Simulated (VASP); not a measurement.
# Al2O3 (R-3c) in VASP: a series of runs

Al2O3 is run at these levels: PBE; tasks: single point.

Program: VASP 6.6.1. These are calculated values, not measurements. Logs are shortened: lines on timing, memory, paths and dates and some standing lists are left out, and cuts for length are marked.

## 1. The cell of the first run

It takes space group R-3c (No. 167, trigonal). The conventional cell has a = 4.849 Å, b = 4.849 Å, c = 13.591 Å, α = 90.00°, β = 90.00°, γ = 120.00°. Within 2.5 Å of Al (site symmetry 3) lie 6 O at 1.90 to 2.03 Å. Within 2.6 Å of O (site symmetry 2) lie 4 Al at 1.90 to 2.03 Å and 2 O at 2.57 Å.

## 2. Single point, PBE (9.22 Å³/atom)

INCAR reads:

```
SYSTEM = Al2O3
PREC = Accurate
ENCUT = 520
EDIFF = 1E-7
ISMEAR = 0
SIGMA = 0.05
LREAL = .FALSE.
LASPH = .TRUE.
NELM = 60
ALGO = Normal
ISIF = 2
LWAVE = .FALSE.
LCHARG = .FALSE.
GGA = PE
NBANDS = 35
```

KPOINTS reads:

```
Automatic mesh
0
G
  6 6 6
  0 0 0
```

POSCAR reads:

```
Al2O3
1.0
    2.4243990710      1.3997274563      4.5302321040
   -2.4243990710      1.3997274563      4.5302321040
    0.0000000000     -2.7994549125      4.5302321040
Al O
4 6
Direct
    0.8521293568      0.8521293568      0.8521293568
    0.6478706432      0.6478706432      0.6478706432
    0.1478706432      0.1478706432      0.1478706432
    0.3521293568      0.3521293568      0.3521293568
    0.0561574040      0.4438425960      0.7500000000
    0.7500000000      0.0561574040      0.4438425960
    0.4438425960      0.7500000000      0.0561574040
    0.9438425960      0.5561574040      0.2500000000
    0.2500000000      0.9438425960      0.5561574040
    0.5561574040      0.2500000000      0.9438425960
```

Potentials or basis: VASP PAW PBE potentials, release 64 (Al, O).

The run is started by

```sh
cat potpaw_PBE.64/Al/POTCAR potpaw_PBE.64/O/POTCAR > POTCAR
mpirun -np 1 vasp_std > vasp.out
```

OUTCAR:

```text
SYSTEM = Al2O3
   PREC = Accurate
   ENCUT = 520
   EDIFF = 1E-7
   ISMEAR = 0
   LREAL = .FALSE.
   LASPH = .TRUE.
   NELM = 60
   ISIF = 2
   GGA = PE

 ion  position               nearest neighbor table
   1  0.852  0.852  0.852-   8 1.90  10 1.90   9 1.90   6 2.03   5 2.03   7 2.03   2 2.78   3 2.85
                             3 2.85   3 2.85   2 3.30   2 3.30   2 3.30
   2  0.648  0.648  0.648-   8 1.90   9 1.90  10 1.90   7 2.03   5 2.03   6 2.03   1 2.78   4 2.85
                             4 2.85   4 2.85   1 3.30   1 3.30   1 3.30
   3  0.148  0.148  0.148-   5 1.90   7 1.90   6 1.90   9 2.03   8 2.03  10 2.03   4 2.78   1 2.85
                             1 2.85   1 2.85   4 3.30   4 3.30   4 3.30
   4  0.352  0.352  0.352-   5 1.90   6 1.90   7 1.90  10 2.03   8 2.03   9 2.03   3 2.78   2 2.85
                             2 2.85   2 2.85   3 3.30   3 3.30   3 3.30
   5  0.056  0.444  0.750-   3 1.90   4 1.90   1 2.03   2 2.03
   6  0.750  0.056  0.444-   4 1.90   3 1.90   1 2.03   2 2.03
   7  0.444  0.750  0.056-   3 1.90   4 1.90   2 2.03   1 2.03
   8  0.944  0.556  0.250-   1 1.90   2 1.90   3 2.03   4 2.03
   9  0.250  0.944  0.556-   2 1.90   1 1.90   3 2.03   4 2.03
  10  0.556  0.250  0.944-   1 1.90   2 1.90   4 2.03   3 2.03

  LATTYP: Found a trigonal (rhomboedric) cell.
 ALAT       =     5.3254061557
 COS(alpha) =     0.5854921673

  Lattice vectors:

 A1 = (   2.4243990710,   1.3997274563,   4.5302321040)
 A2 = (  -2.4243990710,   1.3997274563,   4.5302321040)
 A3 = (   0.0000000000,  -2.7994549125,   4.5302321040)

Analysis of symmetry for initial positions (statically):
=====================================================================
 Subroutine PRICEL returns:
 Original cell was already a primitive cell.

 Routine SETGRP: Setting up the symmetry group for a
 trigonal (rhombohedral) supercell.

 Subroutine GETGRP returns: Found 12 space group operations
 (whereof  6 operations were pure point group operations)
 out of a pool of 12 trial point group operations.

The static configuration has the point symmetry S_6 .
 The point group associated with its full space group is D_3d.

Analysis of symmetry for dynamics (positions and initial velocities):
=====================================================================
 Subroutine PRICEL returns:
 Original cell was already a primitive cell.

 Routine SETGRP: Setting up the symmetry group for a
 trigonal (rhombohedral) supercell.

 Subroutine GETGRP returns: Found 12 space group operations
 (whereof  6 operations were pure point group operations)
[... 128 lines left out ...]
   TEBEG  =    0.0;   TEEND  =   0.0 temperature during run
   PSTRESS=    0.0 pullay stress
   NELECT =      48.0000    total number of electrons
   NUPDOWN=      -1.0000    fix difference up-down
   EMIN   =  10.00;   EMAX   =-10.00  energy-range for DOS
   EFERMI =   0.00;   METHOD = LEGACY
   ISMEAR =     0;   SIGMA  =   0.05  broadening in eV -4-tet -1-fermi 0-gaus
   EFERMI_NEDOS =   21; number of points for ismear=-14 and -15
   IALGO  =     38    algorithm
   IMIX   =      4    mixing-type and parameters
     AMIX     =   0.40;   BMIX     =  1.00
     AMIX_MAG =   1.60;   BMIX_MAG =  1.00
  volume/ion in A,a.u.               =       9.22        62.25
  Fermi-wavevector in a.u.,A,eV,Ry     =   1.316787  2.488366 23.591517  1.733928
  Thomas-Fermi vector in A             =   2.446874
   LORBIT       =      0    0 simple, 1 ext, 2 COOP (PROOUT), +10 PAW based schemes
   GGA     = PE    functional components
   LHFCALC =     F    Hartree Fock is set to
   AEXX    =    0.0000 exact exchange contribution
   IVDW    =     0    specifies the selected vdW correction
   LEPSILON=     F    determine dielectric tensor
   LRPA    =     F    only Hartree local field effects (RPA)
 non-spin polarized calculation
 Gauss-broadening in eV      SIGMA  =   0.05
  energy-cutoff  :      520.00
  volume of cell :       92.24
 maximum number of plane-waves:      2503
   NGX = 19   NGY = 19   NGZ = 19

 number of electron      47.9999985 magnetization

 Free energy of the ion-electron system (eV)
  ---------------------------------------------------
  ext. energy  EPLUGINS =         0.00000000
  ---------------------------------------------------
  free energy    TOTEN  =       -74.61031340 eV

  energy without entropy =      -74.61031340  energy(sigma->0) =      -74.61031340

 E-fermi :   5.5450     XC(G=0): -11.2864

 val. band max:        5.2996167131   @ k =   0.0000   0.0000   0.0000
 cond. band min:      10.4695754072   @ k =   0.0000   0.0000   0.0000
 fundamental gap:      5.1699586941
 Fermi energy:         5.5450184118

 k-point     1 :       0.0000    0.0000    0.0000
  band No.  band energies     occupation
      1     -13.4018      2.00000
      2     -11.4657      2.00000
      3     -11.1040      2.00000
      4     -11.1040      2.00000
      5     -10.8350      2.00000
      6     -10.8350      2.00000
[... 901 lines left out ...]
     34      18.0881      0.00000
     35      18.1930      0.00000

 [... further k-points ...]

------------------------ aborting loop because EDIFF is reached ----------------------------------------

  FORCE on cell =-STRESS in cart. coord.  units (eV):
  Direction    XX          YY          ZZ          XY          YZ          ZX
  --------------------------------------------------------------------------------------
  -------------------------------------------------------------------------------------
  Total       -4.3602871     -4.3602871     -9.5698279      0.0000000     -0.0000000      0.0000000
  in kB      -75.7366999    -75.7366999   -166.2246465      0.0000000     -0.0000000      0.0000000
  external PRESSURE =    -105.8993488 kB  Pullay stress =       0.0000000 kB

 VOLUME and BASIS-vectors are now :
 -----------------------------------------------------------------------------
  energy-cutoff  :      520.00
  volume of cell :       92.24
      direct lattice vectors                 reciprocal lattice vectors
     2.424399071  1.399727456  4.530232104     0.206236674  0.119070799  0.073579747
    -2.424399071  1.399727456  4.530232104    -0.206236674  0.119070799  0.073579747
     0.000000000 -2.799454912  4.530232104     0.000000000 -0.238141598  0.073579747

 POSITION                                       TOTAL-FORCE (eV/Angst)
 -----------------------------------------------------------------------------------
      0.00000      0.00000     11.58103        -0.000000     -0.000000     -0.089807
      0.00000      0.00000      8.80501        -0.000000      0.000000      0.089807
      0.00000      0.00000      2.00967        -0.000000      0.000000      0.089807
      0.00000      0.00000      4.78568        -0.000000     -0.000000     -0.089807
     -0.93990     -1.39973      5.66279         0.018929      0.000000     -0.000000
      1.68215     -0.11412      5.66279        -0.009464      0.016393     -0.000000
     -0.74225      1.51384      5.66279        -0.009464     -0.016393     -0.000000
      0.93990      1.39973      7.92791        -0.018929     -0.000000     -0.000000
     -1.68215      0.11412      7.92791         0.009464     -0.016393     -0.000000
      0.74225     -1.51384      7.92791         0.009464      0.016393     -0.000000
 -----------------------------------------------------------------------------------
    total drift:                               -0.000000     -0.000000     -0.000000

  FREE ENERGIE OF THE ION-ELECTRON SYSTEM (eV)
  ---------------------------------------------------
  free  energy   TOTEN  =       -74.6103133988 eV

  energy  without entropy=      -74.6103133988  energy(sigma->0) =      -74.61031340
```

OSZICAR:

```text
N       E                     dE             d eps       ncg     rms          rms(c)
DAV:   1     0.226721450669E+03    0.22672E+03   -0.24942E+04  2240   0.129E+03
DAV:   2    -0.688928145955E+02   -0.29561E+03   -0.28480E+03  2915   0.279E+02
DAV:   3    -0.823694162482E+02   -0.13477E+02   -0.13423E+02  2895   0.613E+01
DAV:   4    -0.824788055152E+02   -0.10939E+00   -0.10930E+00  2784   0.634E+00
DAV:   5    -0.824802034039E+02   -0.13979E-02   -0.13976E-02  2833   0.719E-01    0.171E+01
DAV:   6    -0.745449713340E+02    0.79352E+01   -0.29117E+01  2746   0.283E+01    0.580E+00
DAV:   7    -0.745911545626E+02   -0.46183E-01   -0.75217E-01  2669   0.439E+00    0.325E+00
DAV:   8    -0.746057231752E+02   -0.14569E-01   -0.93268E-02  2701   0.235E+00    0.667E-01
DAV:   9    -0.746095848630E+02   -0.38617E-02   -0.19744E-02  2885   0.745E-01    0.309E-01
DAV:  10    -0.746103718719E+02   -0.78701E-03   -0.10525E-03  2496   0.189E-01    0.733E-02
DAV:  11    -0.746103105595E+02    0.61312E-04   -0.41068E-04  2837   0.113E-01    0.213E-02
DAV:  12    -0.746103143613E+02   -0.38018E-05   -0.24215E-05  2568   0.286E-02    0.729E-03
DAV:  13    -0.746103134507E+02    0.91064E-06   -0.57036E-06  2856   0.129E-02    0.162E-03
DAV:  14    -0.746103132988E+02    0.15186E-06   -0.23971E-07  2224   0.296E-03    0.928E-04
DAV:  15    -0.746103133988E+02   -0.99981E-07   -0.29543E-08  1600   0.105E-03
   1 F= -.74610313E+02 E0= -.74610313E+02  d E =-.920322E-14
```

stdout:

```text
POSCAR found type information on POSCAR AlO
 POSCAR found :  2 types and      10 ions
 scaLAPACK will be used
 LDA part: xc-table for (Slater+PW92), standard interpolation
 POSCAR, INCAR and KPOINTS ok, starting setup
 FFT: planning ... GRIDC
 FFT: planning ... GRID_SOFT
 FFT: planning ... GRID
 WAVECAR not read
 entering main loop
```

Run time: 3 min. Hardware: 1 thread of Intel Xeon 8259CL, shared host; peak memory 0.27 GiB.

Results:

- Free energy: -74.6103 eV
- Pressure: -10.6 GPa
- Largest force: 0.090 eV/Å
- Band gap on the k mesh: 5.17 eV

Forces in eV/Å, atoms in the order of the input:
```
Al   0.000  0.000 -0.090
Al   0.000  0.000  0.090
Al   0.000  0.000  0.090
Al   0.000  0.000 -0.090
O    0.019  0.000  0.000
O   -0.009  0.016  0.000
O   -0.009 -0.016  0.000
O   -0.019  0.000  0.000
O    0.009 -0.016  0.000
O    0.009  0.016  0.000
```

Levels at points of the mesh, in eV from the valence-band top:
```csv
k point,band 21,band 22,band 23,band 24,band 25,band 26,band 27,band 28
"(0.00, 0.00, 0.00)",-0.42,-0.21,0.00,0.00,5.17,8.65,9.59,10.46
"(0.50, 0.00, 0.00)",-0.84,-0.84,-0.31,-0.31,8.39,8.39,8.82,8.82
"(0.50, 0.50, 0.00)",-0.92,-0.82,-0.77,-0.29,8.55,8.99,9.36,9.62
"(0.50, 0.50, 0.50)",-0.28,-0.28,-0.28,-0.28,7.82,7.82,10.26,10.26
```

Caveat: the stress differs along the axes, from -17 to -8 GPa.

## 3. Single point, PBE (9.22 Å³/atom)

INCAR reads:

```
PREC = Accurate
ENCUT = 520
EDIFF = 1E-6
ISMEAR = 0
SIGMA = 0.05
LREAL = False
LASPH = True
NELM = 60
ALGO = Normal
ISIF = 2
LWAVE = False
LCHARG = True
GGA = PE
LELF = True
LVHAR = True
NBANDS = 35
```

KPOINTS reads:

```
Automatic mesh
0
Gamma
  6 6 6
```

POSCAR, as its differences from that of step 2:

```diff
@@ -2,5 +2,5 @@
 1.0
-    2.4243990710      1.3997274563      4.5302321040
-   -2.4243990710      1.3997274563      4.5302321040
-    0.0000000000     -2.7994549125      4.5302321040
+    2.4679865694      1.4248927102      4.3716268766
+   -2.4679865694      1.4248927102      4.3716268766
+    0.0000000000     -2.8497854204      4.3716268766
 Al O
```

Potentials or basis: VASP PAW PBE potentials, release 64 (Al, O).

The run is started by

```sh
cat potpaw_PBE.64/Al/POTCAR potpaw_PBE.64/O/POTCAR > POTCAR
mpirun -np 1 vasp_std > vasp.out
```

OUTCAR:

```text
PREC = Accurate
   ENCUT = 520
   EDIFF = 1E-6
   ISMEAR = 0
   LREAL = False
   LASPH = True
   NELM = 60
   ISIF = 2
   GGA = PE

 ion  position               nearest neighbor table
   1  0.852  0.852  0.852-  10 1.91   8 1.91   9 1.91   5 2.02   7 2.02   6 2.02   2 2.68   3 2.89
                             3 2.89   3 2.89   2 3.31   2 3.31   2 3.31
   2  0.648  0.648  0.648-   9 1.91   8 1.91  10 1.91   5 2.02   7 2.02   6 2.02   1 2.68   4 2.89
                             4 2.89   4 2.89   1 3.31   1 3.31   1 3.31
   3  0.148  0.148  0.148-   7 1.91   5 1.91   6 1.91   8 2.02   9 2.02  10 2.02   4 2.68   1 2.89
                             1 2.89   1 2.89   4 3.31   4 3.31   4 3.31
   4  0.352  0.352  0.352-   6 1.91   5 1.91   7 1.91   8 2.02   9 2.02  10 2.02   3 2.68   2 2.89
                             2 2.89   2 2.89   3 3.31   3 3.31   3 3.31
   5  0.056  0.444  0.750-   3 1.91   4 1.91   1 2.02   2 2.02
   6  0.750  0.056  0.444-   4 1.91   3 1.91   1 2.02   2 2.02
   7  0.444  0.750  0.056-   3 1.91   4 1.91   1 2.02   2 2.02
   8  0.944  0.556  0.250-   1 1.91   2 1.91   3 2.02   4 2.02
   9  0.250  0.944  0.556-   2 1.91   1 1.91   3 2.02   4 2.02
[... 218 lines left out ...]
      6     -10.8400      2.00000
[... 901 lines left out ...]
     34      18.0137      0.00000
     35      18.1137      0.00000

 [... further k-points ...]

------------------------ aborting loop because EDIFF is reached ----------------------------------------

  FORCE on cell =-STRESS in cart. coord.  units (eV):
  Direction    XX          YY          ZZ          XY          YZ          ZX
  --------------------------------------------------------------------------------------
  -------------------------------------------------------------------------------------
  Total       -8.3869580     -8.3869580     -2.4007579      0.0000000      0.0000000      0.0000000
  in kB     -145.6785985   -145.6785985    -41.7003452      0.0000000      0.0000000      0.0000000
  external PRESSURE =    -111.0191807 kB  Pullay stress =       0.0000000 kB

 VOLUME and BASIS-vectors are now :
 -----------------------------------------------------------------------------
  energy-cutoff  :      520.00
  volume of cell :       92.24
      direct lattice vectors                 reciprocal lattice vectors
     2.467986569  1.424892710  4.371626877     0.202594295  0.116967871  0.076249264
    -2.467986569  1.424892710  4.371626877    -0.202594295  0.116967871  0.076249264
     0.000000000 -2.849785420  4.371626877     0.000000000 -0.233935742  0.076249264

 POSITION                                       TOTAL-FORCE (eV/Angst)
 -----------------------------------------------------------------------------------
      0.00000      0.00000     11.17557         0.000000      0.000000      0.174546
      0.00000      0.00000      8.49675         0.000000     -0.000000     -0.174546
      0.00000      0.00000      1.93931         0.000000     -0.000000     -0.174546
      0.00000      0.00000      4.61813         0.000000     -0.000000      0.174546
     -0.95680     -1.42489      5.46453        -0.111010     -0.000000     -0.000000
      1.71239     -0.11617      5.46453         0.055505     -0.096137      0.000000
     -0.75559      1.54106      5.46453         0.055505      0.096137      0.000000
      0.95680      1.42489      7.65035         0.111010      0.000000     -0.000000
     -1.71239      0.11617      7.65035        -0.055505      0.096137      0.000000
      0.75559     -1.54106      7.65035        -0.055505     -0.096137      0.000000
 -----------------------------------------------------------------------------------
    total drift:                               -0.000000      0.000000      0.000000

  FREE ENERGIE OF THE ION-ELECTRON SYSTEM (eV)
  ---------------------------------------------------
  free  energy   TOTEN  =       -74.5950807012 eV

  energy  without entropy=      -74.5950807012  energy(sigma->0) =      -74.59508070
```

stdout:

```text
POSCAR found type information on POSCAR AlO
 POSCAR found :  2 types and      10 ions
 scaLAPACK will be used
 LDA part: xc-table for (Slater+PW92), standard interpolation
 POSCAR, INCAR and KPOINTS ok, starting setup
 FFT: planning ... GRIDC
 FFT: planning ... GRID_SOFT
 FFT: planning ... GRID
 WAVECAR not read
 entering main loop
```

Wall time 3.1 min (1 thread of Intel Xeon 8259CL, shared host); peak memory 0.26 GiB.

Results:

* Free energy: -74.5951 eV
* Pressure: -11.1 GPa
* Largest force: 0.175 eV/Å
* Band gap on the k mesh: 5.03 eV

Forces in eV/Å, atoms in the order of the input:
```
Al   0.000  0.000  0.175
Al   0.000  0.000 -0.175
Al   0.000  0.000 -0.175
Al   0.000  0.000  0.175
O   -0.111  0.000  0.000
O    0.056 -0.096  0.000
O    0.056  0.096  0.000
O    0.111  0.000  0.000
O   -0.056  0.096  0.000
O   -0.056 -0.096  0.000
```

Levels at points of the mesh, in eV from the valence-band top:
```csv
k point,band 22,band 23,band 24,band 25,band 26,band 27
"(0.00, 0.00, 0.00)",-0.24,-0.24,0.00,5.03,8.17,9.64
"(0.50, 0.00, 0.00)",-0.91,-0.32,-0.32,8.37,8.37,8.73
"(0.50, 0.50, 0.00)",-1.01,-0.70,-0.31,8.60,8.83,8.83
"(0.50, 0.50, 0.50)",-0.55,-0.55,-0.55,7.55,7.55,10.31
```

Caveat: the stress differs along the axes, from -15 to -4 GPa.

(Part 1 of 2 ends here.)
